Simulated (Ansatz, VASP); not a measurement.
## One calculation of ReS3, two programs

File INCAR:

```
ALGO = Normal
EDIFF = 1E-6
ENCUT = 520
GGA = PE
ISIF = 2
ISMEAR = 0
ISPIN = 2
LASPH = T
LCHARG = F
LMAXMIX = 4
LORBIT = 11
LREAL = F
LWAVE = F
MAGMOM = 1 0 0 0
NBANDS = 24
NELM = 150
PREC = Accurate
SIGMA = 0.1
```

Contents of KPOINTS:

```
k-points
0
Gamma
  4 4 4
```

POSCAR

```
ReS3
1.0
   -2.7852381000      2.7852381000      2.7852381000
    2.7852381000     -2.7852381000      2.7852381000
    2.7852381000      2.7852381000     -2.7852381000
Re S
1 3
Direct
    0.0000000000      0.0000000000      0.0000000000
    0.0000000000      0.5000000000      0.5000000000
    0.5000000000      0.0000000000      0.5000000000
    0.5000000000      0.5000000000      0.0000000000
```

Input for Ansatz:

```yaml
crystal:
  lattice:
    - [-2.7852381, 2.7852381, 2.7852381]
    - [2.7852381, -2.7852381, 2.7852381]
    - [2.7852381, 2.7852381, -2.7852381]
  atoms:
    - { symbol: Re, position: [0.0, 0.0, 0.0], spin: 1.0 }
    - { symbol: S, position: [0.0, 0.5, 0.5] }
    - { symbol: S, position: [0.5, 0.0, 0.5] }
    - { symbol: S, position: [0.5, 0.5, 0.0] }
basis:
  ecutwfc: 420
kpoints:
  mp_grid: { grid: [4, 4, 4] }
hamiltonian:
  xc: pbe
scf:
  occupations: { method: gaussian, width: 0.1 }
  lower_state_search: "off"
output:
  forces: true
  stress: true
  eigenvalues: true
  populations: true
magnetization:
  spin_polarized: true
```

Alike in both runs: task single point; functional PBE; k mesh 4 × 4 × 4; occupations gaussian, width 0.1 eV; collinear spin.

```csv
,VASP,Ansatz
version,VASP 6.6.1,Ansatz 0.2.0
potentials or method,"VASP PAW PBE potentials, release 64 (Re, S), cutoff 520 eV","scalar-relativistic, plane waves, PAW"
valence electrons in the cell,25,33
```

```csv
,VASP,Ansatz,Ansatz less VASP
gap on the k mesh at the Fermi level (eV),none,none,-
pressure (GPa),-19.2,-19.0,+0.17
net moment per atom (μB),0.42,0.42,+0.003
size of the moment on the site where the two differ most (μB),2.06,1.84,-0.214
```

Site moments also hang on the region over which each program counts them. A gap of «none» marks a metal or a gap that the smearing closes. The functional is the same, so the differences come from potentials, cutoffs and numerics. VASP's potentials hold 25 valence electrons a cell and Ansatz's 33, so a difference there can come from the potentials and not from the codes.

The k mesh is coarse, so the values compare programs but aren't converged. Spin-orbit coupling is off throughout.
